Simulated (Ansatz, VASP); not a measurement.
This is a calculation of GaN for VASP 6.6.1.

File POSCAR:

```
GaN
1.0
    0.0000000000      2.1352350000      2.1352350000
    2.1352350000      0.0000000000      2.1352350000
    2.1352350000      2.1352350000      0.0000000000
Ga N
1 1
Direct
    0.0000000000      0.0000000000      0.0000000000
    0.5000000000      0.5000000000      0.5000000000
```

File INCAR.step1:

```
PREC = Accurate
ENCUT = 520
EDIFF = 1E-5
ISMEAR = -1
SIGMA = 0.05
LREAL = False
LASPH = True
NELM = 150
ALGO = Normal
ISIF = 2
LWAVE = True
LCHARG = False
MAGMOM = 0 0 0 0 0 0
LORBIT = 11
LSORBIT = True
GGA_COMPAT = False
LORBMOM = True
GGA = PE
NBANDS = 30
```

File INCAR.step2:

```
PREC = Accurate
ENCUT = 520
EDIFF = 1E-6
ISMEAR = -1
SIGMA = 0.05
LREAL = False
LASPH = True
NELM = 150
ALGO = Normal
ISIF = 2
LWAVE = False
LCHARG = False
MAGMOM = 0 0 0 0 0 0
LORBIT = 11
LSORBIT = True
GGA_COMPAT = False
LORBMOM = True
GGA = PE
LHFCALC = True
HFSCREEN = 0.2079
PRECFOCK = Normal
ISTART = 1
NBANDS = 30
```

The input KPOINTS:

```
regular mesh
0
Gamma
  5 5 5
```

Potentials or basis: VASP PAW PBE potentials, release 64 (Ga_d, N).

Command:

```sh
$ cat potpaw_PBE.64/Ga_d/POTCAR potpaw_PBE.64/N/POTCAR > POTCAR
$ cp INCAR.step1 INCAR
$ mpirun -np 1 vasp_ncl > vasp.out
$ cp INCAR.step2 INCAR
$ mpirun -np 1 vasp_ncl > vasp.out
```

Question: Translate it to Ansatz 0.2.0. Potentials there: Ansatz PAW.

Answer: As run (the cutoff follows the program's own potentials):

The input input:

```
crystal:
  lattice:
    - [0.0, 2.135235, 2.135235]
    - [2.135235, 0.0, 2.135235]
    - [2.135235, 2.135235, 0.0]
  atoms:
    - { symbol: Ga, position: [0.0, 0.0, 0.0] }
    - { symbol: "N", position: [0.5, 0.5, 0.5] }
hamiltonian:
  xc: hse06
  pseudopotentials: { kind: paw_fr }
magnetization:
  noncollinear: true
  spin_orbit: true
kpoints:
  mp_grid: { grid: [5, 5, 5] }
scf:
  occupations: { method: fermi_dirac, width: 0.05 }
output:
  forces: true
  stress: true
  eigenvalues: true
```

Both were run:

|  | VASP | Ansatz | Ansatz less VASP |
| --- | --- | --- | --- |
| pressure (GPa) | -9.2 | -10.1 | -0.97 |

The k mesh is coarse, so the values compare programs but aren't converged. Noted on Ansatz's run: odd divisions of the mesh miss points on the zone boundary, where band edges often lie, so the gap on the mesh can be too wide.
